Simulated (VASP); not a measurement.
A run of VASP 6.6.1 is set up as follows.

Contents of INCAR:

```
SYSTEM = Ti
ALGO = Normal
EDIFF = 1E-7
ENCUT = 520
GGA = PE
ISIF = 2
ISMEAR = -1
LASPH = .True.
LCHARG = .True.
LELF = .True.
LREAL = .False.
LVHAR = .True.
LWAVE = .False.
NBANDS = 12
NELM = 80
PREC = Accurate
SIGMA = 0.05
```

Contents of KPOINTS:

```
k-points
0
Gamma
  14 14 14
  0 0 0
```

File POSCAR:

```
Ti
1.0
   -1.6410000000      1.6410000000      1.6574100000
    1.6410000000     -1.6410000000      1.6574100000
    1.6410000000      1.6410000000     -1.6574100000
Ti
1
Direct
    0.0000000000      0.0000000000      0.0000000000
```

Potentials or basis: VASP PAW PBE potentials, release 64 (Ti_sv).

Command:

```sh
$ cat potpaw_PBE.64/Ti_sv/POTCAR > POTCAR
$ mpirun -np 1 vasp_std > vasp.out
```

(1) Estimate the band gap on the k mesh.

(2) What does it give for the pressure?

Results:

(1) zero (band 6 reaches 8.74 eV, above the bottom of band 7 at 7.17 eV).

(2) -3.6 GPa.

Caveat: the cell differs from its parent crystal (zz strain of +1 %).
